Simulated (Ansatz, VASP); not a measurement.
AlP: VASP beside Ansatz

```xyz
2
Lattice="0.0000 2.7255 2.7255 2.7255 0.0000 2.7255 2.7255 2.7255 0.0000" Properties=species:S:1:pos:R:3 pbc="T T T"
Al    0.0000    0.0000    0.0000
P     1.3627    1.3627    1.3627
```

Alike in both runs: task electric field gradients; functional r2SCAN; k mesh 9 × 9 × 9; occupations fermi-dirac, width 0.02 eV; no spin polarisation.

|  | VASP | Ansatz |
| --- | --- | --- |
| version | VASP 6.6.1 | Ansatz 0.2.0 |
| potentials or method | VASP PAW PBE potentials, release 64 (Al, P) | plane-wave PAW, scalar-relativistic |
| plane-wave cutoff (eV) | 440 | 500 |
| valence electrons in the cell | 8 | 8 |

```csv
,VASP,Ansatz,Ansatz less VASP
gap on the k mesh at the Fermi level (eV),1.98,1.98,-0.002
pressure (GPa),1.1,1.4,+0.32
```

VASP's potentials were made for PBE, not for r2SCAN.
